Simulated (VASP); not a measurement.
Runs of VASP 6.6.1 on Mg. The structure is that of space group P6_3/mmc (No. 194), or close to it. The cells are those of the table. 

| cell | gap on the mesh (eV) | pressure (GPa) |
| --- | --- | --- |
| a = 3.124, b = 3.124, c = 5.127 Å, angles 90.0, 90.0, 120.0°, 2 atoms | none | -0.4 |
| a = 2.844, b = 2.844, c = 4.658 Å, angles 90.0, 90.0, 120.0°, 2 atoms | none | (a) |
| a = 2.619, b = 2.619, c = 4.288 Å, angles 90.0, 90.0, 120.0°, 2 atoms | none | 60.2 |
| a = 2.709, b = 2.709, c = 4.436 Å, angles 90.0, 90.0, 120.0°, 2 atoms | none | 39.8 |

Alike in all rows: task single point; level LDA; potentials or basis VASP PAW LDA potentials, release 64 (Mg); no spin polarisation; k mesh 6 × 6 × 4; cutoff (eV) 600; smearing gaussian 0.05 eV.

Problem. Fill in the values left out.

Solution. (a) 19.6.

Caveats: all runs use coarse meshes.

A gap of «none» marks levels without a gap at the run's occupations.
